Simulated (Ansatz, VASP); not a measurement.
One calculation of AlN, two programs

The input INCAR:

```
PREC = Accurate ; ENCUT = 520
EDIFF = 1E-6 ; ISMEAR = 0
SIGMA = 0.05 ; LREAL = F
LASPH = T ; NELM = 80
ALGO = Normal ; ISIF = 2
LWAVE = F ; LCHARG = F
GGA = PS ; NBANDS = 16
```

Contents of KPOINTS:

```
regular mesh
0
Gamma
  9 9 6
```

Contents of POSCAR:

```
AlN
1.0
    3.4221243773      0.0000000000      0.0000000000
   -1.7110621887      2.9636466456      0.0000000000
    0.0000000000      0.0000000000      4.2232436940
Al N
2 2
Direct
    0.3333333333      0.6666666667      0.7500000000
    0.6666666667      0.3333333333      0.2500000000
    0.3333333333      0.6666666667      0.2500000000
    0.6666666667      0.3333333333      0.7500000000
```

Input for Ansatz:

```yaml
crystal:
  lattice:
    - [3.4221243773, 0.0, 0.0]
    - [-1.7110621887, 2.9636466456, 0.0]
    - [0.0, 0.0, 4.223243694]
  atoms:
    - { symbol: Al, position: [0.3333333333, 0.6666666667, 0.75] }
    - { symbol: Al, position: [0.6666666667, 0.3333333333, 0.25] }
    - { symbol: "N", position: [0.3333333333, 0.6666666667, 0.25] }
    - { symbol: "N", position: [0.6666666667, 0.3333333333, 0.75] }
basis:
  ecutwfc: 520.0
kpoints:
  mp_grid: { grid: [9, 9, 6] }
hamiltonian:
  xc: pbesol
  pseudopotentials: { kind: paw, azcp: { folder: soft_1 } }
scf:
  occupations: { method: gaussian, width: 0.05 }
output:
  forces: true
  stress: true
  eigenvalues: true
```

Alike in both runs: task single point; functional PBEsol; k mesh 9 × 9 × 6; occupations gaussian, width 0.05 eV; no spin polarisation.

```csv
,VASP,Ansatz
version,VASP 6.6.1,Ansatz 0.2.0
potentials or method,"VASP PAW PBE potentials, release 64 (Al, N), cutoff 520 eV","scalar-relativistic, plane waves, PAW"
valence electrons in the cell,16,16
```

Ansatz gave:

* gap on the k mesh at the Fermi level (eV): 2.72
* least direct gap on the mesh (eV): 2.72
* pressure (GPa): -16.7
* traceless stress, the component that is largest in VASP (GPa): 2.93

Q: What did VASP give for the same quantities?

A: gap on the k mesh at the Fermi level (eV): 2.73; least direct gap on the mesh (eV): 2.73; pressure (GPa): -16.8; traceless stress, the component that is largest in VASP (GPa): 2.94.

VASP's potentials were made for PBE, not for PBEsol, and Ansatz warns of the same on its side. With one functional, cell and mesh, what is left measures potentials, basis and numerics.
